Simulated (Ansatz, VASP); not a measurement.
# P: VASP beside Ansatz

File INCAR:

```
SYSTEM = P
  ALGO = Normal
  EDIFF = 1E-6
  ENCUT = 520
  GGA = PE
  ISIF = 2
  ISMEAR = -1
  LASPH = .TRUE.
  LCHARG = .TRUE.
  LELF = .TRUE.
  LREAL = .FALSE.
  LVHAR = .TRUE.
  LWAVE = .FALSE.
  NBANDS = 8
  NELM = 100
  PREC = Accurate
  SIGMA = 0.08
```

Contents of KPOINTS:

```
k-points
0
G
  10 10 9
  0 0 0
```

File POSCAR:

```
P
1.0
    4.3369984303      0.0000000000      0.0000000000
    0.0000000000      4.3369984303      0.0000000000
    0.0000000000      0.0000000000      4.3780000000
P
1
Direct
    0.0000000000      0.0000000000      0.0000000000
```

Input for Ansatz:

```yaml
crystal:
  lattice:
    - [4.3369984303, 0.0, 0.0]
    - [0.0, 4.3369984303, 0.0]
    - [0.0, 0.0, 4.378]
  atoms:
    - { symbol: P, position: [0.0, 0.0, 0.0] }
kpoints:
  mp_grid: { grid: [10, 10, 9] }
scf:
  occupations: { method: fermi_dirac, width: 0.08 }
hamiltonian:
  xc: pbe
  pseudopotentials: { kind: all_electron, lapw: { basis_error: 0.00025 } }
output:
  forces: true
  stress: true
  eigenvalues: true
```

Change from the starting cell: x and y stretched by +1.5 %, z held.

Alike in both runs: task single point; functional PBE; k mesh 10 × 10 × 9; occupations fermi-dirac, width 0.08 eV; no spin polarisation.

|  | VASP | Ansatz |
| --- | --- | --- |
| version | VASP 6.6.1 | Ansatz 0.2.0 |
| potentials or method | VASP PAW PBE potentials, release 64 (P), cutoff 520 eV | all-electron LAPW, scalar-relativistic |

```csv
,VASP,Ansatz,Ansatz less VASP
pressure (GPa),-3.3,-3.3,+0.01
"traceless stress, the component that is largest in VASP (GPa)",0.12,0.12,0.000
```

Ansatz ran all-electron here, and VASP with PAW potentials.
